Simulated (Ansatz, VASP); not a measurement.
## ZnS: VASP beside Ansatz

File INCAR:

```
SYSTEM = ZnS
ALGO = Normal ; EDIFF = 1E-6
ENCUT = 520 ; GGA = PS
ISIF = 2 ; ISMEAR = 0
LASPH = .TRUE. ; LCHARG = .FALSE.
LREAL = .FALSE. ; LWAVE = .FALSE.
NBANDS = 16 ; NELM = 80
PREC = Accurate ; SIGMA = 0.05
```

The input KPOINTS:

```
k-points
0
G
  10 10 10
  0 0 0
```

The input POSCAR:

```
ZnS
1.0
    0.0000000000      2.7046500000      2.7046500000
    2.7046500000      0.0000000000      2.7046500000
    2.7046500000      2.7046500000      0.0000000000
Zn S
1 1
Direct
    0.0000000000      0.0000000000      0.0000000000
    0.7500000000      0.7500000000      0.7500000000
```

Input for Ansatz:

```yaml
crystal:
  lattice:
    - [0.0, 2.70465, 2.70465]
    - [2.70465, 0.0, 2.70465]
    - [2.70465, 2.70465, 0.0]
  atoms:
    - { symbol: Zn, position: [0.0, 0.0, 0.0] }
    - { symbol: S, position: [0.75, 0.75, 0.75] }
basis:
  ecutwfc: 420
kpoints:
  mp_grid: { grid: [10, 10, 10] }
hamiltonian:
  xc: pbesol
scf:
  occupations: { method: gaussian, width: 0.05 }
output:
  forces: true
  stress: true
  eigenvalues: true
```

Alike in both runs: task single point; functional PBEsol; k mesh 10 × 10 × 10; occupations gaussian, width 0.05 eV; no spin polarisation.

|  | VASP | Ansatz |
| --- | --- | --- |
| version | VASP 6.6.1 | Ansatz 0.2.0 |
| potentials or method | VASP PAW PBE potentials, release 64 (Zn, S), cutoff 520 eV | scalar-relativistic, plane waves, PAW |
| valence electrons in the cell | 18 | 18 |

|  | VASP | Ansatz | Ansatz less VASP |
| --- | --- | --- | --- |
| gap on the k mesh at the Fermi level (eV) | 1.97 | 1.96 | -0.005 |
| least direct gap on the mesh (eV) | 1.97 | 1.96 | -0.005 |
| pressure (GPa) | -2.0 | -2.2 | -0.18 |

VASP's potentials were made for PBE, not for PBEsol.
